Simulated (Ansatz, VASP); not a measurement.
Li2O: VASP beside Ansatz

Contents of INCAR:

```
SYSTEM = Li2O
PREC = Accurate ; ENCUT = 750
EDIFF = 1E-6 ; ISMEAR = 0
SIGMA = 0.01 ; LREAL = .FALSE.
LASPH = .TRUE. ; NELM = 120
ALGO = Normal ; ISIF = 2
LWAVE = .FALSE. ; LCHARG = .TRUE.
GGA = PS ; LELF = .TRUE.
LVHAR = .TRUE. ; NBANDS = 13
GGA_COMPAT = .FALSE.
```

File KPOINTS:

```
regular mesh
0
G
  8 8 8
  0 0 0
```

The input POSCAR:

```
Li2O
1.0
    0.0000000000      2.2863690217      2.2863690217
    2.2863690217      0.0000000000      2.2863690217
    2.2863690217      2.2863690217      0.0000000000
Li O
2 1
Direct
    0.2500000000      0.2500000000      0.2500000000
    0.7500000000      0.7500000000      0.7500000000
    0.0000000000      0.0000000000      0.0000000000
```

Input for Ansatz:

```yaml
crystal:
  lattice:
    - [0.0, 2.2863690217, 2.2863690217]
    - [2.2863690217, 0.0, 2.2863690217]
    - [2.2863690217, 2.2863690217, 0.0]
  atoms:
    - { symbol: Li, position: [0.25, 0.25, 0.25] }
    - { symbol: Li, position: [0.75, 0.75, 0.75] }
    - { symbol: O, position: [0.0, 0.0, 0.0] }
kpoints:
  mp_grid: { grid: [8, 8, 8] }
hamiltonian:
  xc: pbesol
scf:
  occupations: { method: fixed }
output:
  optics:
    e_range: [0, 20]
    de: 0.05
    sigma: 0.05
    scissors: 0.6
    scheme: gaussian
    bands: scf
  write_density: true
  write_potential: true
  elf: true
  volumetric_format: npy
```

Alike in both runs: task single point; functional PBEsol; k mesh 8 × 8 × 8; no spin polarisation.

|  | VASP | Ansatz |
| --- | --- | --- |
| version | VASP 6.6.1 | Ansatz 0.2.0 |
| potentials or method | VASP PAW PBE potentials, release 64 (Li_sv, O) | plane waves, PAW |
| plane-wave cutoff (eV) | 750 | 420 |
| occupations | gaussian, width 0.01 eV | fixed |
| valence electrons in the cell | 12 | 12 |

|  | VASP | Ansatz | Ansatz less VASP |
| --- | --- | --- | --- |
| gap on the k mesh at the Fermi level (eV) | 4.88 | 4.89 | +0.008 |

VASP's potentials were made for PBE, not for PBEsol.
